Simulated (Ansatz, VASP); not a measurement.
**One calculation of Al5As, two programs**

The input INCAR:

```
PREC = Accurate
ENCUT = 600
EDIFF = 1E-6
ISMEAR = 0
SIGMA = 0.1
LREAL = False
LASPH = True
NELM = 100
ALGO = Normal
ISIF = 3
LWAVE = False
LCHARG = False
GGA = PE
IBRION = 2
NSW = 100
EDIFFG = -0.01
```

File KPOINTS:

```
regular mesh
0
Gamma
  8 8 8
```

Contents of POSCAR:

```
Al5As
1.0
    0.0000000000      4.5787111553      4.5787111553
    4.5787111553      0.0000000000      4.5787111553
    4.5787111553      4.5787111553      0.0000000000
Al As
5 1
Direct
    0.4007009684      0.7978970947      0.4007009684
    0.4007009684      0.4007009684      0.4007009684
    0.7978970947      0.4007009684      0.4007009684
    0.4007009684      0.4007009684      0.7978970947
    0.0000000000      0.0000000000      0.0000000000
    0.2500000000      0.2500000000      0.2500000000
```

Input for Ansatz:

```yaml
crystal:
  lattice:
    - [0.0, 4.5787111553, 4.5787111553]
    - [4.5787111553, 0.0, 4.5787111553]
    - [4.5787111553, 4.5787111553, 0.0]
  atoms:
    - { symbol: Al, position: [0.4007009684, 0.7978970947, 0.4007009684] }
    - { symbol: Al, position: [0.4007009684, 0.4007009684, 0.4007009684] }
    - { symbol: Al, position: [0.7978970947, 0.4007009684, 0.4007009684] }
    - { symbol: Al, position: [0.4007009684, 0.4007009684, 0.7978970947] }
    - { symbol: Al, position: [0.0, 0.0, 0.0] }
    - { symbol: As, position: [0.25, 0.25, 0.25] }
basis:
  ecutwfc: 420
kpoints:
  mp_grid: { grid: [8, 8, 8] }
hamiltonian:
  xc: pbe
scf:
  occupations: { method: gaussian, width: 0.1 }
output:
  forces: true
  stress: true
  eigenvalues: true
  write_density: true
  write_potential: true
  elf: true
  volumetric_format: npy
relax:
  adjacent_minimum: "off"
  f_tol: 0.01
  max_steps: 80
  cell: { stress_tol: 0.05 }
```

Alike in both runs: task relaxation of cell and atoms; functional PBE; k mesh 8 × 8 × 8; occupations gaussian, width 0.1 eV; no spin polarisation.

```csv
,VASP,Ansatz
version,VASP 6.6.1,Ansatz 0.2.0
potentials or method,"VASP PAW PBE potentials, release 64 (Al, As), cutoff 600 eV","scalar-relativistic, plane waves, PAW"
valence electrons in the cell,20,30
```

```tsv
	VASP	Ansatz	Ansatz less VASP
gap on the k mesh at the Fermi level, each at its own relaxed structure (eV)	none	none	-
relaxed volume (Å³/atom)	32.20	32.19	-0.007
relaxed cell length with the largest relative difference (Å)	6.489	6.489	-0.0004
```

A gap of «none» marks a metal or a gap that the smearing closes. VASP's potentials hold 20 valence electrons a cell and Ansatz's 30, so a difference there can come from the potentials and not from the codes.
